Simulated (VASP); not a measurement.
Set up this calculation in VASP 6.6.1, as the native input.

* Task: single point
* Functional: PBE
* Potentials or basis: VASP PAW PBE potentials, release 64 (Mo_sv, Si)
* Cutoff: 520 eV
* k mesh: 10 × 10 × 8
* Occupations: fermi-dirac, width 0.08 eV
* Spin: no spin polarisation
* Dipole correction: no
* Further INCAR settings: ALGO = Normal; EDIFF = 1e-06; NBANDS = 18

The structure of Si2Mo (AlB2 type) lies in POSCAR:

```
Si2Mo
1.0
    3.7370396174      0.0000000000      0.0000000000
   -1.8685198087      3.2363712436      0.0000000000
    0.0000000000      0.0000000000      2.3469965372
Mo Si
1 2
Direct
    0.0000000000      0.0000000000      0.0000000000
    0.3333333333      0.6666666667      0.5000000000
    0.6666666667      0.3333333333      0.5000000000
```

The input as run:

INCAR

```
PREC = Accurate
ENCUT = 520
EDIFF = 1E-6
ISMEAR = -1
SIGMA = 0.08
LREAL = F
LASPH = T
NELM = 60
ALGO = Normal
ISIF = 2
LWAVE = F
LCHARG = F
GGA = PE
NBANDS = 18
```

KPOINTS

```
Automatic mesh
0
Gamma
  10 10 8
```

Potentials or basis: VASP PAW PBE potentials, release 64 (Mo_sv, Si).

Command:

```console
$ cat potpaw_PBE.64/Mo_sv/POTCAR potpaw_PBE.64/Si/POTCAR > POTCAR
$ mpirun -np 1 vasp_std > vasp.out
```

Results of the run:

```json
{
 "Pressure": "160.5 GPa",
 "Band gap on the k mesh": "zero (bands 11 and 12 overlap by 3.73 eV)"
}
```

Caveat: the cell stands under pressure.

Wall time 15 s on 1 thread of AMD EPYC 9R45 96-Core Processor (Zen 5) (shared host), peak memory 0.13 GiB.
